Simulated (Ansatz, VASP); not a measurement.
One calculation of NaF, two programs

File INCAR:

```
SYSTEM = NaF
PREC = Accurate
ENCUT = 520
EDIFF = 1E-6
ISMEAR = -1
SIGMA = 0.03
LREAL = .False.
LASPH = .True.
NELM = 60
ALGO = Normal
ISIF = 2
LWAVE = .False.
LCHARG = .False.
NBANDS = 14
```

Contents of KPOINTS:

```
Automatic mesh
0
Gamma
  10 10 10
  0 0 0
```

File POSCAR:

```
NaF
1.0
   -0.0457178866      2.2630353884      2.2630353884
    2.2630353884     -0.0457178866      2.2630353884
    2.2630353884      2.2630353884     -0.0457178866
Na F
1 1
Direct
    0.0000000000      0.0000000000      0.0000000000
    0.5000000000      0.5000000000      0.5000000000
```

Input for Ansatz:

```yaml
crystal:
  lattice:
    - [-0.0457178866, 2.2630353884, 2.2630353884]
    - [2.2630353884, -0.0457178866, 2.2630353884]
    - [2.2630353884, 2.2630353884, -0.0457178866]
  atoms:
    - { symbol: Na, position: [0.0, 0.0, 0.0] }
    - { symbol: F, position: [0.5, 0.5, 0.5] }
kpoints:
  mp_grid: { grid: [10, 10, 10] }
scf:
  occupations: { method: fermi_dirac, width: 0.03 }
hamiltonian:
  xc: lda
  pseudopotentials: { kind: all_electron, lapw: { basis_error: 0.00025 } }
output:
  forces: true
  stress: true
  eigenvalues: true
```

Change from the starting cell: equal xy, yz and zx shear strains of -2 %.

Alike in both runs: task single point; functional LDA; k mesh 10 × 10 × 10; occupations fermi-dirac, width 0.03 eV; no spin polarisation.

```csv
,VASP,Ansatz
version,VASP 6.6.1,Ansatz 0.2.0
potentials or method,"VASP PAW LDA potentials, release 64 (Na_pv, F), cutoff 520 eV","all-electron LAPW, scalar-relativistic"
```

```csv
,VASP,Ansatz,Ansatz less VASP
gap on the k mesh at the Fermi level (eV),6.12,6.13,+0.010
pressure (GPa),-2.6,-2.5,+0.11
"traceless stress, the component that is largest in VASP (GPa)",0.55,0.55,0.000
```

LDA's correlation is that of Perdew and Zunger in VASP and of Perdew and Wang (1992) in Ansatz. Ansatz ran all-electron here, and VASP with PAW potentials.
